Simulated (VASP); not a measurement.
## Cu: single point with PBE

Crystal: Cu.

```
Cu
1.0
     0.00000    1.80750    1.80750
     1.80750    0.00000    1.80750
     1.80750    1.80750    0.00000
Cu
1
Direct
  0.00000 0.00000 0.00000
```

```yaml
Program: VASP 6.6.1
Task: single point
Functional: PBE
Potentials_or_basis: VASP PAW PBE potentials, release 64 (Cu)
Cutoff: 600 eV
k_mesh: 13 × 13 × 13
Occupations: gaussian, width 0.013 eV
Spin: no spin polarisation
Dipole_correction: no
Further_INCAR_settings: ALGO = Normal; EDIFF = 1e-06; NBANDS = 12
```

| Property | Result |
| --- | --- |
| Pressure | 2.3 GPa |

Levels at points of the mesh, in eV from the Fermi level:
```
           k point  band 4  band 5  band 6  band 7  band 8  band 9
(0.00, 0.00, 0.00)   -3.24   -2.42   -2.42   22.39   25.03   25.03
```

Wall time 5.1 s on 1 thread of Intel(R) Xeon(R) 6975P-C (Granite Rapids), with other jobs on the host, peak memory 0.13 GiB.
